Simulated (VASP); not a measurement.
Here is a VASP 6.6.1 calculation.

File INCAR:

```
SYSTEM = Ba
PREC = Accurate ; ENCUT = 520
EDIFF = 1E-6 ; ISMEAR = 0
SIGMA = 0.15 ; LREAL = .FALSE.
LASPH = .TRUE. ; NELM = 80
ALGO = Fast ; ISIF = 2
LWAVE = .FALSE. ; LCHARG = .FALSE.
GGA = PE ; NBANDS = 11
```

KPOINTS

```
regular mesh
0
G
  14 14 14
  0 0 0
```

POSCAR

```
Ba
1.0
   -2.6250000000      2.6250000000      2.5000000000
    2.6250000000     -2.6250000000      2.5000000000
    2.6250000000      2.6250000000     -2.5000000000
Ba
1
Direct
    0.0000000000      0.0000000000      0.0000000000
```

Potentials or basis: VASP PAW PBE potentials, release 64 (Ba_sv).

Run with:

```console
$ cat potpaw_PBE.64/Ba_sv/POTCAR > POTCAR
$ mpirun -np 1 vasp_std > vasp.out
```

Q: What does it give for the pressure?

A: -0.6 GPa.

Q: Predict the band gap on the k mesh.

A: Zero (band 5 reaches 1.78 eV, above the bottom of band 6 at 0.97 eV).

Stress tensor (GPa, compression positive):
```
-0.68  0.00  0.00
 0.00 -0.68  0.00
 0.00  0.00 -0.47
```

Caveat: the cell differs from its parent crystal (strain +0.050 along x and y, +0.000 along z); spin-orbit coupling is left out, which moves the levels of the heavy elements.
